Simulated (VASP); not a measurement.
Ge:

```
Ge
1.0
     0.00000    1.77261    1.77261
     1.77261    0.00000    1.77261
     1.77261    1.77261    0.00000
Ge
1
Direct
  0.00000 0.00000 0.00000
```

```yaml
Program: VASP 6.6.1
Task: relaxation of cell and atoms
Functional: PBE
Potentials_or_basis: VASP PAW PBE potentials, release 64 (Ge_d)
Cutoff: 600 eV
k_mesh: 16 × 16 × 16
Occupations: fermi-dirac, width 0.08 eV
Spin: no spin polarisation
```

At the start: pressure 124.3 GPa; volume 11.14 Å³/atom.

Task: How do energy, volume and symmetry change on relaxing?

Result: Over 22 steps the energy falls by 1949.8 meV/atom and the volume is 19.43 Å³/atom (+74.4 %); space group Fm-3m (No. 225, to 0.05 Å).

The path:
| step | energy change (eV) | largest force (eV/Å) | pressure (GPa) | volume (Å³) |
| --- | --- | --- | --- | --- |
| 1 | 0.0000 | 0.0000 | 124.26 | 11.14 |
| 2 | -1.3092 | 0.0000 | -11.89 | 31.68 |
| 3 | -1.9494 | 0.0000 | -0.56 | 19.65 |
| 4 | -1.9498 | 0.0000 | -0.05 | 19.45 |
| 5 | -1.9494 | 0.0000 | 0.63 | 19.25 |
| 6 | -1.9494 | 0.0000 | 0.74 | 19.26 |
| 7 | -1.9495 | 0.0000 | 0.68 | 19.26 |
| 8 | -1.9495 | 0.0000 | 0.66 | 19.26 |
| 9 | -1.9495 | 0.0000 | 0.66 | 19.26 |
| 10 | -1.9495 | 0.0000 | 0.66 | 19.26 |
| 11 | -1.9495 | 0.0000 | 0.66 | 19.26 |
| 12 | -1.9495 | 0.0000 | 0.67 | 19.26 |
| 13 | -1.9495 | 0.0000 | 0.68 | 19.26 |
| 14 | -1.9495 | 0.0000 | 0.48 | 19.26 |
| 15 | -1.9495 | 0.0000 | 0.64 | 19.27 |
| 16 | -1.9495 | 0.0000 | 0.63 | 19.28 |
| 17 | -1.9496 | 0.0000 | 0.55 | 19.29 |
| 18 | -1.9497 | 0.0000 | 0.44 | 19.33 |
| 19 | -1.9498 | 0.0000 | 0.23 | 19.39 |
| 20 | -1.9498 | 0.0000 | -0.21 | 19.53 |
| 21 | -1.9498 | 0.0000 | -0.13 | 19.47 |
| 22 | -1.9498 | 0.0000 | 0.03 | 19.43 |

Final structure:
```yaml
crystal:
  lattice:
    - [0.00000, 2.13378, 2.13378]
    - [2.13378, 0.00000, 2.13378]
    - [2.13378, 2.13378, 0.00000]
  atoms:
    - { symbol: Ge, position: [0.00000, 0.00000, 0.00000] }
```

Caveat: the volume moved by over 15 % at a fixed basis, so the end points are rough.
